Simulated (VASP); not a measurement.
Y:

```
CELL_PARAMETERS angstrom
3.65354 0.00000 0.00000
-1.82677 3.16406 0.00000
0.00000 0.00000 5.69886
ATOMIC_POSITIONS crystal
Y 0.33333 0.66667 0.25000
Y 0.66667 0.33333 0.75000
```

Base run:

- Program: VASP 6.6.1
- Functional: PBE
- Potentials or basis: VASP PAW PBE potentials, release 64 (Y_sv)
- Cutoff: 520 eV
- k mesh: 10 × 10 × 6
- Occupations: fermi-dirac, width 0.03 eV
- Spin: no spin polarisation

Its results: band gap on the k mesh zero (bands 11 and 12 overlap by 1.45 eV); pressure -0.3 GPa.

Q: The run is repeated on the same cell with these changes: occupations from fermi-dirac, width 0.03 eV to fermi-dirac, width 0.3 eV. What comes out?

A: Band gap on the k mesh zero (bands 11 and 12 overlap by 1.45 eV); pressure 0.6 GPa.

Caveats: so wide a smearing shifts energies and pressures (at least some runs).
